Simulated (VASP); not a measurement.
Crystal: P.

```
CELL_PARAMETERS angstrom
0.02596 0.02310 2.39285
4.85028 -0.00309 0.05193
-0.00309 4.84767 0.04619
ATOMIC_POSITIONS crystal
P 0.99096 0.01739 0.98554
P 0.99428 0.00807 0.50762
P 0.99819 0.49520 0.00227
P 0.01656 0.47934 0.50457
```

| Quantity | Value |
| --- | --- |
| Program | VASP 6.6.1 |
| Task | relaxation of cell and atoms |
| Functional | PBE |
| Potentials or basis | VASP PAW PBE potentials, release 64 (P) |
| Cutoff | 600 eV |
| k mesh | 8 × 4 × 4 |
| Occupations | gaussian, width 0.2 eV |
| Spin | no spin polarisation |

At the start: pressure 6.7 GPa; volume 14.06 Å³/atom.

Task: Where does the relaxation end?

Result: Over 12 steps the energy falls by 24.0 meV/atom and the volume is 14.70 Å³/atom (+4.5 %); space group P1 (No. 1, to 0.1 Å) before, P4/mmm (No. 123, to 0.1 Å).

The path:
```
step  energy change (eV)  largest force (eV/Å)  pressure (GPa)  volume (Å³)
   1              0.0000                0.4804            6.75        56.25
   2             -0.0506                0.2304           -4.07        61.20
   3             -0.0747                0.1959           -0.58        59.31
   4             -0.0849                0.1654           -0.35        59.16
   5             -0.0882                0.1541           -0.10        59.02
   6             -0.0926                0.0841            0.07        58.85
   7             -0.0929                0.0745            0.12        58.80
   8             -0.0945                0.0536           -0.05        58.86
   9             -0.0951                0.0346           -0.29        58.94
  10             -0.0956                0.0325            0.21        58.66
  11             -0.0957                0.0315            0.12        58.71
  12             -0.0959                0.0244           -0.09        58.80
```

Final structure:
```
CELL_PARAMETERS angstrom
-0.00186 0.00039 2.45612
4.88454 -0.00139 -0.00240
-0.00114 4.90128 0.00165
ATOMIC_POSITIONS crystal
P 0.00031 0.00976 0.99702
P 0.00042 0.01061 0.50291
P 0.00025 0.48911 0.99899
P 0.99902 0.49052 0.50109
```
